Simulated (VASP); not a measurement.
# Au (Im-3m) in VASP: a series of runs

Runs on Au. Level: PBE. Tasks: single point, relaxation of cell and atoms.

All numbers are computed with VASP 6.6.1; they aren't measurements. Logs are shortened: lines on timing, memory, paths and dates and some standing lists are left out, and cuts for length are marked.

## (1) The cell of the first run

The structure is cubic, space group Im-3m (No. 229). The conventional cell has a = 3.301 Å, b = 3.301 Å, c = 3.301 Å, α = 90.00°, β = 90.00°, γ = 90.00°. Au (site symmetry m-3m) has 14 Au at 2.86 to 3.30 Å within 3.8 Å.

This isn't the form of Au at room conditions, which is fcc.

## (2) Single point, PBE

File INCAR:

```
SYSTEM = Au
ALGO     = Normal         ! electronic algorithm
EDIFF    = 1E-7           ! SCF threshold, eV
ENCUT    = 520            ! plane-wave cutoff, eV
GGA      = PE             ! functional
ISIF     = 2              ! what is computed and relaxed
ISMEAR   = 0              ! smearing method
LASPH    = .TRUE.         ! aspherical terms in the spheres
LCHARG   = .FALSE.        ! write CHGCAR
LREAL    = .FALSE.        ! projectors in reciprocal space
LWAVE    = .FALSE.        ! write WAVECAR
NBANDS   = 12             ! bands
NELM     = 100            ! most SCF steps
PREC     = Accurate       ! precision mode
SIGMA    = 0.1            ! smearing width, eV
```

File KPOINTS:

```
k-points
0
G
  18 18 18
  0 0 0
```

File POSCAR:

```
Au
1.0
   -1.6507165991      1.6507165991      1.6507165991
    1.6507165991     -1.6507165991      1.6507165991
    1.6507165991      1.6507165991     -1.6507165991
Au
1
Direct
    0.0000000000      0.0000000000      0.0000000000
```

Potentials or basis: VASP PAW PBE potentials, release 64 (Au).

Launch:

```bash
> cat potpaw_PBE.64/Au/POTCAR > POTCAR
> mpirun -np 1 vasp_std > vasp.out
```

OUTCAR:

```text
SYSTEM = Au
   EDIFF = 1E-7
   ENCUT = 520
   GGA = PE
   ISIF = 2
   ISMEAR = 0
   LASPH = .TRUE.
   LREAL = .FALSE.
   NELM = 100
   PREC = Accurate

 ion  position               nearest neighbor table
   1  0.000  0.000  0.000-

  LATTYP: Found a body centered cubic cell.
 ALAT       =     3.3014331982

  Lattice vectors:

 A1 = (  -1.6507165991,   1.6507165991,   1.6507165991)
 A2 = (   1.6507165991,  -1.6507165991,   1.6507165991)
 A3 = (   1.6507165991,   1.6507165991,  -1.6507165991)

Analysis of symmetry for initial positions (statically):
=====================================================================
 Subroutine PRICEL returns:
 Original cell was already a primitive cell.

 Routine SETGRP: Setting up the symmetry group for a
 body centered cubic supercell.

 Subroutine GETGRP returns: Found 48 space group operations
 (whereof 48 operations were pure point group operations)
 out of a pool of 48 trial point group operations.

The static configuration has the point symmetry O_h .

Analysis of symmetry for dynamics (positions and initial velocities):
=====================================================================
 Subroutine PRICEL returns:
 Original cell was already a primitive cell.

 Routine SETGRP: Setting up the symmetry group for a
 body centered cubic supercell.

 Subroutine GETGRP returns: Found 48 space group operations
 (whereof 48 operations were pure point group operations)
 out of a pool of 48 trial point group operations.

The dynamic configuration has the point symmetry O_h .

 Subroutine INISYM returns: Found 48 space group operations
 (whereof 48 operations are pure point group operations),
 and found     1 'primitive' translations

----------------------------------------------------------------------------------------

                                     Primitive cell

  volume of cell :      17.9919

  direct lattice vectors                    reciprocal lattice vectors
    -1.650716599  1.650716599  1.650716599     0.000000000  0.302898753  0.302898753
     1.650716599 -1.650716599  1.650716599     0.302898753  0.000000000  0.302898753
     1.650716599  1.650716599 -1.650716599     0.302898753  0.302898753  0.000000000

  length of vectors
     2.859125019  2.859125019  2.859125019     0.428363525  0.428363525  0.428363525

  position of ions in fractional coordinates (direct lattice)
     0.000000000  0.000000000  0.000000000

  ion indices of the primitive-cell ions
   primitive index   ion index
                 1           1

----------------------------------------------------------------------------------------

 KPOINTS: k-points

Automatic generation of k-mesh.
 Grid dimensions read from file:
 generate k-points for:   18   18   18

 Generating k-lattice:

  Cartesian coordinates                     Fractional coordinates (reciprocal lattice)
     0.000000000  0.016827709  0.016827709     0.055555556  0.000000000  0.000000000
     0.016827709  0.000000000  0.016827709     0.000000000  0.055555556  0.000000000
     0.016827709  0.016827709  0.000000000     0.000000000  0.000000000  0.055555556

  Length of vectors
     0.023797974  0.023797974  0.023797974

  Shift w.r.t. Gamma in fractional coordinates (k-lattice)
     0.000000000  0.000000000  0.000000000

 Subroutine IBZKPT returns following result:
 ===========================================

 Found    195 irreducible k-points:

 Following reciprocal coordinates:
            Coordinates               Weight
  0.000000  0.000000  0.000000      1.000000
  0.055556  0.000000  0.000000     12.000000
  0.111111  0.000000  0.000000     12.000000
  0.166667  0.000000  0.000000     12.000000
  0.222222  0.000000  0.000000     12.000000
  0.277778  0.000000  0.000000     12.000000
[... 16 lines left out ...]
  0.333333  0.111111  0.000000     48.000000
  0.388889  0.111111  0.000000     48.000000
 [... further k-points ...]
   k-points           NKPTS =    195   k-points in BZ     NKDIM =    195   number of bands    NBANDS=     12
   number of dos      NEDOS =    301   number of ions     NIONS =      1
   total plane-waves  NPLWV =  13824
   dimension x,y,z NGX =    24 NGY =   24 NGZ =   24
   dimension x,y,z NGXF=    48 NGYF=   48 NGZF=   48
   ions per type =               1
   NGX,Y,Z   is equivalent  to a cutoff of  13.95, 13.95, 13.95 a.u.
   NGXF,Y,Z  is equivalent  to a cutoff of  27.91, 27.91, 27.91 a.u.
 SYSTEM =  Au
   PREC   = accura    normal or accurate (medium, high low for compatibility)
   ISTART =      0    job   : 0-new  1-cont  2-samecut
   ICHARG =      2    charge: 1-file 2-atom 10-const
   ISPIN  =      1    spin polarized calculation?
   LNONCOLLINEAR =      F non collinear calculations
   LSORBIT =      F    spin-orbit coupling
   LASPH  =      T    aspherical Exc in radial PAW
   ENCUT  =  520.0 eV  38.22 Ry    6.18 a.u.   5.32  5.32  5.32*2*pi/ulx,y,z
   NELM   =    100;   NELMIN=  2; NELMDL= -5     # of ELM steps
   EDIFF  = 0.1E-06   stopping-criterion for ELM
   LREAL  =      F    real-space projection
   EDIFFG = 0.1E-05   stopping-criterion for IOM
   NSW    =      0    number of steps for IOM
   IBRION =     -1    ionic relax: 0-MD 1-quasi-New 2-CG
   NFREE  =      0    steps in history (QN), initial steepest desc. (CG)
   ISIF   =      2    stress and relaxation
   ISYM   =      2    0-nonsym 1-usesym 2-fastsym
   POTIM  = 0.5000    time-step for ionic-motion
   TEBEG  =    0.0;   TEEND  =   0.0 temperature during run
   PSTRESS=    0.0 pullay stress
   NELECT =      11.0000    total number of electrons
   NUPDOWN=      -1.0000    fix difference up-down
   EMIN   =  10.00;   EMAX   =-10.00  energy-range for DOS
   EFERMI =   0.00;   METHOD = LEGACY
   ISMEAR =     0;   SIGMA  =   0.10  broadening in eV -4-tet -1-fermi 0-gaus
   EFERMI_NEDOS =   21; number of points for ismear=-14 and -15
   IALGO  =     38    algorithm
   IMIX   =      4    mixing-type and parameters
     AMIX     =   0.40;   BMIX     =  1.00
     AMIX_MAG =   1.60;   BMIX_MAG =  1.00
  volume/ion in A,a.u.               =      17.99       121.42
  Fermi-wavevector in a.u.,A,eV,Ry     =   1.389462  2.625702 26.267455  1.930603
  Thomas-Fermi vector in A             =   2.513490
   LORBIT       =      0    0 simple, 1 ext, 2 COOP (PROOUT), +10 PAW based schemes
   GGA     = PE    functional components
   LHFCALC =     F    Hartree Fock is set to
   AEXX    =    0.0000 exact exchange contribution
   IVDW    =     0    specifies the selected vdW correction
   LEPSILON=     F    determine dielectric tensor
   LRPA    =     F    only Hartree local field effects (RPA)
 non-spin polarized calculation
 Gauss-broadening in eV      SIGMA  =   0.10
  energy-cutoff  :      520.00
  volume of cell :       17.99
 maximum number of plane-waves:       498
 NGX is ok and might be reduce to    24
   NGX = 11   NGY = 11   NGZ = 11

 number of electron      10.9999999 magnetization

 Free energy of the ion-electron system (eV)
  ---------------------------------------------------
  ext. energy  EPLUGINS =         0.00000000
  ---------------------------------------------------
  free energy    TOTEN  =        -3.20132585 eV

  energy without entropy =       -3.20049575  energy(sigma->0) =       -3.20091080

 E-fermi :   8.6585     XC(G=0): -12.3971

 val. band max:        8.6132507345   @ k =   0.3889   0.0556   0.0556
 cond. band min:       8.7336899162   @ k =  -0.3333   0.3333   0.3333
 fundamental gap:      0.1204391818
 Fermi energy:         8.6584517888

 k-point     1 :       0.0000    0.0000    0.0000
  band No.  band energies     occupation
      1      -0.6895      2.00000
      2       4.0094      2.00000
      3       4.0094      2.00000
      4       4.0094      2.00000
      5       5.7813      2.00000
      6       5.7813      2.00000
      7      25.1034      0.00000
      8      25.1034      0.00000
      9      25.1034      0.00000
     10      31.9649      0.00000
     11      31.9649      0.00000
     12      31.9649      0.00000

 k-point     2 :       0.0556    0.0000    0.0000
  band No.  band energies     occupation
      1      -0.5807      2.00000
      2       3.9761      2.00000
      3       4.0129      2.00000
      4       4.0837      2.00000
      5       5.7412      2.00000
      6       5.7835      2.00000
      7      25.0729      0.00000
      8      25.1281      0.00000
      9      25.2376      0.00000
     10      30.7381      0.00000
     11      30.7549      0.00000
     12      31.5595      0.00000

 k-point     3 :       0.1111    0.0000    0.0000
  band No.  band energies     occupation
      1      -0.2623      2.00000
      2       3.8816      2.00000
      3       4.0203      2.00000
      4       4.3030      2.00000
      5       5.6426      2.00000
      6       5.7910      2.00000
      7      24.7616      0.00000
      8      25.0924      0.00000
      9      25.6286      0.00000
     10      29.0553      0.00000
     11      29.5278      0.00000
     12      30.4825      0.00000

 k-point     4 :       0.1667    0.0000    0.0000
  band No.  band energies     occupation
      1       0.2363      2.00000
      2       3.7406      2.00000
      3       4.0329      2.00000
      4       4.6545      2.00000
      5       5.5398      2.00000
      6       5.8056      2.00000
      7      23.5625      0.00000
      8      24.7064      0.00000
      9      26.2418      0.00000
     10      28.1442      0.00000
     11      29.0093      0.00000
     12      29.0779      0.00000

 k-point     5 :       0.2222    0.0000    0.0000
  band No.  band energies     occupation
      1       0.8431      2.00000
      2       3.5730      2.00000
      3       4.0963      2.00000
      4       5.1152      2.00000
      5       5.4879      2.00000
      6       5.8284      2.00000
      7      21.5133      0.00000
      8      23.9057      0.00000
      9      27.0202      0.00000
     10      27.3820      0.00000
     11      28.1154      0.00000
     12      29.4961      0.00000
[... 228 lines left out ...]
      1       1.6829      2.00000
      2       3.4618      2.00000
      3       3.9819      2.00000
      4       5.4129      2.00000
      5       5.9028      2.00000
      6       6.1523      2.00000
      7      19.2079      0.00000
      8      22.1079      0.00000
      9      24.2045      0.00000
     10      27.4089      0.00000
     11      30.4205      0.00000
     12      31.2019      0.00000

 k-point    22 :       0.2778    0.1111   -0.0000
  band No.  band energies     occupation
      1       2.0107      2.00000
      2       3.3103      2.00000
      3       4.4265      2.00000
      4       5.5001      2.00000
      5       5.9716      2.00000
      6       6.8768      2.00000
      7      16.9109      0.00000
      8      21.3183      0.00000
      9      23.2226      0.00000
     10      28.1603      0.00000
     11      30.8865      0.00000
     12      31.4600      0.00000

 k-point    23 :       0.3333    0.1111    0.0000
  band No.  band energies     occupation
      1       2.0936      2.00000
      2       3.1933      2.00000
      3       5.0131      2.00000
      4       5.6209      2.00000
      5       6.0996      2.00000
      6       7.7450      2.00000
      7      14.7470      0.00000
      8      20.6536      0.00000
      9      22.4213      0.00000
     10      28.8437      0.00000
     11      31.1349      0.00000
     12      31.4444      0.00000

 k-point    24 :       0.3889    0.1111    0.0000
  band No.  band energies     occupation
      1       2.0812      2.00000
      2       3.1202      2.00000
      3       5.3867      2.00000
      4       5.6605      2.00000
      5       6.3897      2.00000
      6       8.7817      0.08146
      7      12.8450      0.00000
      8      20.1951      0.00000
      9      21.9043      0.00000
     10      29.3640      0.00000
     11      31.1512      0.00000
     12      31.3106      0.00000

 [... further k-points ...]
[... 5 lines left out ...]
  --------------------------------------------------------------------------------------
  -------------------------------------------------------------------------------------
  Total       -0.0277407     -0.0277407     -0.0277407     -0.0000000      0.0000000      0.0000000
  in kB       -2.4703079     -2.4703079     -2.4703079     -0.0000000      0.0000000      0.0000000
  external PRESSURE =      -2.4703079 kB  Pullay stress =       0.0000000 kB

 VOLUME and BASIS-vectors are now :
 -----------------------------------------------------------------------------
  energy-cutoff  :      520.00
  volume of cell :       17.99
      direct lattice vectors                 reciprocal lattice vectors
    -1.650716599  1.650716599  1.650716599     0.000000000  0.302898753  0.302898753
     1.650716599 -1.650716599  1.650716599     0.302898753  0.000000000  0.302898753
     1.650716599  1.650716599 -1.650716599     0.302898753  0.302898753  0.000000000

 POSITION                                       TOTAL-FORCE (eV/Angst)
 -----------------------------------------------------------------------------------
      0.00000      0.00000      0.00000         0.000000     -0.000000      0.000000
 -----------------------------------------------------------------------------------
    total drift:                                0.000000      0.000000     -0.000000

  FREE ENERGIE OF THE ION-ELECTRON SYSTEM (eV)
  ---------------------------------------------------
  free  energy   TOTEN  =        -3.2013258462 eV

  energy  without entropy=       -3.2004957506  energy(sigma->0) =       -3.20091080
```

Run time: 13 s. Hardware: 1 thread of Intel Xeon 6975P-C (Granite Rapids), shared host; peak memory 0.16 GiB.

Results:

```
Free energy            : -3.2013 eV
Pressure               : -0.2 GPa
Band gap on the k mesh : zero (an odd number of electrons rules out a gap without spin polarisation)
```

Caveat: spin-orbit coupling is left out, which moves the levels of the heavy elements.

## (3) Relaxation of cell and atoms, PBE

This run uses another cell than the first one, of 18.07 Å³/atom.

File INCAR:

```
SYSTEM = Au
ALGO = Normal ; EDIFF = 1E-6
EDIFFG = -0.01 ; ENCUT = 600
GGA = PE ; IBRION = 2
ISIF = 3 ; ISMEAR = 0
LASPH = .True. ; LCHARG = .False.
LREAL = .False. ; LWAVE = .False.
NELM = 80 ; NSW = 80
PREC = Accurate ; SIGMA = 0.1
```

File KPOINTS:

```
k-points
0
Gamma
  18 18 18
  0 0 0
```

File POSCAR:

```
Au
1.0
   -1.6532174684      1.6532174684      1.6532174684
    1.6532174684     -1.6532174684      1.6532174684
    1.6532174684      1.6532174684     -1.6532174684
Au
1
Direct
    0.0000000000      0.0000000000      0.0000000000
```

Potentials or basis: VASP PAW PBE potentials, release 64 (Au).

Launch:

```bash
> cat potpaw_PBE.64/Au/POTCAR > POTCAR
> mpirun -np 1 vasp_std > vasp.out
```

Run time: 20 s. Hardware: 1 thread of Intel Xeon 6975P-C (Granite Rapids), shared host; peak memory 0.18 GiB.

Results (log left out):

```yaml
Free_energy: -3.2013 eV
Relaxed_volume: 17.97 Å³/atom
Relaxed_cell: a = 2.858 Å, b = 2.858 Å, c = 2.858 Å, α = 109.47°, β = 109.47°, γ = 109.47°
Space_group_after_relaxing_to_0.1_Å: Im-3m (No. 229)
Energy_gained_by_relaxing: 0.3 meV/atom
Ionic_steps: 3
Pressure_after_relaxing: 0.0 GPa
Band_gap_on_the_k_mesh: zero (an odd number of electrons rules out a gap without spin polarisation)
```

Step by step:
```
step  energy change (eV)  largest force (eV/Å)  pressure (GPa)  volume (Å³)
   1              0.0000                0.0000           -0.78        18.07
   2              0.0001                0.0000            0.99        17.85
   3             -0.0003                0.0000            0.02        17.97
```

Final structure:
```
CELL_PARAMETERS angstrom
-1.65005 1.65005 1.65005
1.65005 -1.65005 1.65005
1.65005 1.65005 -1.65005
ATOMIC_POSITIONS crystal
Au 0.00000 0.00000 0.00000
```

Levels at points of the mesh, in eV from the Fermi level:
| k point | band 4 | band 5 | band 6 | band 7 | band 8 | band 9 |
| --- | --- | --- | --- | --- | --- | --- |
| (0.00, 0.00, 0.00) | -4.65 | -2.88 | -2.88 | 16.45 | 16.45 | 16.45 |
| (0.50, 0.00, 0.00) | -2.70 | -1.47 | -0.46 | 3.21 | 12.29 | 13.50 |
| (0.50, 0.50, 0.50) | -1.82 | -1.82 | 6.20 | 6.20 | 6.20 | 9.05 |

Caveat: spin-orbit coupling is left out, which moves the levels of the heavy elements.

## (4) Relaxation of cell and atoms, PBE

This run uses another cell than the first one, of 18.07 Å³/atom.

INCAR is that of step 3.

KPOINTS is that of step 3.

File POSCAR:

```
Au
1.0
   -1.6532174679      1.6532174679      1.6532174679
    1.6532174679     -1.6532174679      1.6532174679
    1.6532174679      1.6532174679     -1.6532174679
Au
1
Direct
    0.0000000000      0.0000000000      0.0000000000
```

Launch:

```bash
> cat potpaw_PBE.64/Au/POTCAR > POTCAR
> mpirun -np 1 vasp_std > vasp.out
```

Run time: 63 s. Hardware: 1 thread of Intel Xeon 8259CL, shared host; peak memory 0.18 GiB.

Results (log left out):

```
Free energy                           : -3.2013 eV
Relaxed volume                        : 17.97 Å³/atom
Relaxed cell                          : a = 2.858 Å, b = 2.858 Å, c = 2.858 Å, α = 109.47°, β = 109.47°, γ = 109.47°
Space group after relaxing (to 0.1 Å) : Im-3m (No. 229)
Energy gained by relaxing             : 0.3 meV/atom
Ionic steps                           : 3
Pressure after relaxing               : 0.0 GPa
Band gap on the k mesh                : zero (an odd number of electrons rules out a gap without spin polarisation)
```

Step by step:
```tsv
step	energy change (eV)	largest force (eV/Å)	pressure (GPa)	volume (Å³)
1	0.0000	0.0000	-0.78	18.07
2	0.0001	0.0000	0.99	17.85
3	-0.0003	0.0000	0.02	17.97
```

Final structure:
```
Au
1.0
    -1.65005    1.65005    1.65005
     1.65005   -1.65005    1.65005
     1.65005    1.65005   -1.65005
Au
1
Direct
  0.00000 0.00000 0.00000
```

Levels at points of the mesh, in eV from the Fermi level:
```tsv
k point	band 2	band 3	band 4	band 5	band 6	band 7	band 8	band 9
(0.00, 0.00, 0.00)	-4.65	-4.65	-4.65	-2.88	-2.88	16.45	16.45	16.45
(0.50, 0.00, 0.00)	-5.65	-3.02	-2.70	-1.47	-0.46	3.21	12.29	13.50
(0.50, 0.50, 0.50)	-6.43	-1.82	-1.82	-1.82	6.20	6.20	6.20	9.05
```

Caveat: spin-orbit coupling is left out, which moves the levels of the heavy elements.
